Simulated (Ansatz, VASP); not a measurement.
# Two plane-wave programs on NaH4

```
CELL_PARAMETERS angstrom
2.91516 0.00000 0.00000
-1.45758 2.52460 0.00000
0.00000 0.00000 6.73849
ATOMIC_POSITIONS crystal
Na 0.00000 0.00000 0.00000
H 0.33333 0.66667 0.21664
H 0.33333 0.66667 0.78336
H 0.66667 0.33333 0.21664
H 0.66667 0.33333 0.78336
```

Change from the starting cell: ordered vacancies on the cation sites of aluminium diboride (P6/mmm, No. 191).

Alike in both runs: functional PBE; k mesh 6 × 6 × 4; occupations gaussian, width 0.1 eV; no spin polarisation.

Ansatz relaxed the structure, and its values are those at the end. VASP's run is a single point on that final structure, the one shown.

```csv
,VASP,Ansatz
version,VASP 6.6.1,Ansatz 0.2.0
potentials or method,"VASP PAW PBE potentials, release 64 (Na_pv, H), cutoff 500 eV","scalar-relativistic, plane waves, PAW"
valence electrons in the cell,11,13
```

|  | VASP | Ansatz | Ansatz less VASP |
| --- | --- | --- | --- |
| gap on the k mesh at the Fermi level (eV) | none | none | - |
| pressure (GPa) | -0.3 | -0.2 | +0.13 |
| rms of the force components (eV/Å) | 0.011 | 0.010 | -0.0011 |

A gap of «none» marks a metal or a gap that the smearing closes. VASP's potentials hold 11 valence electrons a cell and Ansatz's 13, so a difference there can come from the potentials and not from the codes.

The k mesh is coarse, so the values compare programs but aren't converged.
